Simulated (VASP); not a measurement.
A run of VASP 6.6.1:

Contents of INCAR:

```
ALGO = Normal ; EDIFF = 1E-6
ENCUT = 400 ; GGA = PE
GGA_COMPAT = F ; ISIF = 2
ISMEAR = 0 ; LASPH = T
LCHARG = F ; LREAL = F
LWAVE = F ; NBANDS = 114
NELECT = 192.0 ; NELM = 120
PREC = Accurate ; SIGMA = 0.02
```

Contents of KPOINTS:

```
Automatic mesh
0
Gamma
  2 2 2
  0.5 0.5 0.5
```

POSCAR

```
Zr8HS16
1.0
    0.0000000000      6.3829682806     -6.7579064893
    0.0000000000      6.3829682806      6.7579064893
    7.3704169100     -6.3829682806      0.0000000000
Zr S H
8 16 1
Direct
    0.0022182156      0.0171229794     -0.0000073266
    0.1332778175      0.1232911449      0.7515241088
    0.2463173681      0.2455690594      0.4966461253
    0.3818400810      0.3715975599      0.2483870346
    0.5000874973      0.5019718087      0.0000073266
    0.6020841617      0.6201555867      0.7353744118
    0.7496806206      0.7489209179      0.5033415403
    0.8666095765      0.8849230883      0.2645631887
    0.8155582692      0.6056601296      0.2523513965
    0.9339013584      0.7301679978      0.0000598338
    0.0655653510      0.8522058599      0.7537713358
    0.1863255264      0.9722273450      0.4954685799
    0.3117391108      0.0983168028      0.2461597522
    0.4462264383      0.2257549059     -0.0000998587
    0.5632002243      0.3532082686      0.7476324701
    0.6909236915      0.4767120858      0.5045030757
    0.0641746515      0.2808241424      0.0000229295
    0.1839709308      0.3969774295      0.7495053628
    0.2998613488      0.5183583053      0.4896425866
    0.4344416780      0.6473795164      0.2504592376
    0.5596001177      0.7766117029     -0.0000705523
    0.6848084005      0.8992450759      0.7540462185
    0.8100638249      0.0287205186      0.5103011195
    0.9307606934      0.1453198164      0.2459330350
    1.0336539005      0.6291512628      0.0005330770
```

Potentials or basis: VASP PAW PBE potentials, release 64 (Zr_sv, S, H).

Command:

```sh
$ cat potpaw_PBE.64/Zr_sv/POTCAR potpaw_PBE.64/S/POTCAR potpaw_PBE.64/H/POTCAR > POTCAR
$ mpirun -np 1 vasp_std > vasp.out
```

Hardware: 1 thread of Intel Xeon 8259CL (shared host).

**Question.** How long does it take, and how much memory?

**Answer.** It took 11 min on 1 thread of Intel Xeon 8259CL, with other jobs on the host, peak memory 0.64 GiB. Counts: scf iterations 16, k points 4.
